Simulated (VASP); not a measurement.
Crystal: Co.

```
Co
1.0
     2.47152    0.00000    0.00000
    -1.23576    2.14040    0.00000
     0.00000    0.00000    4.02711
Co
2
Direct
  0.33333 0.66667 0.25000
  0.66667 0.33333 0.75000
```

Base run:

| Quantity | Value |
| --- | --- |
| Program | VASP 6.6.1 |
| Functional | r2SCAN |
| Potentials or basis | VASP PAW PBE potentials, release 64 (Co) |
| Cutoff | 520 eV |
| k mesh | 15 × 15 × 8 |
| Occupations | fermi-dirac, width 0.05 eV |
| Spin | collinear spin, ferromagnetic start |
| Starting moments | [1.891, 1.891] μB |

Its results: pressure -1.5 GPa; net moment 3.40 μB per cell; site moments Co +1.76 μB.

Question: After a change of settings the same cell gave: pressure -0.7 GPa; net moment 3.48 μB per cell; site moments Co +1.80 μB. Which change was it?
A. k mesh from 15 × 15 × 8 to 2 × 2 × 1
B. k mesh from 15 × 15 × 8 to 12 × 12 × 6
C. occupations from fermi-dirac, width 0.05 eV to fermi-dirac, width 0.01 eV; further incar settings from ALGO = Normal; EDIFF = 1e-06; NBANDS = 20 to ALGO = Normal; EDIFF = 1e-07; NBANDS = 20
D. k mesh from 15 × 15 × 8 to 7 × 7 × 4

Answer: B.

Caveats: the PAW data sets were made with another functional, which shifts forces and pressure a little.
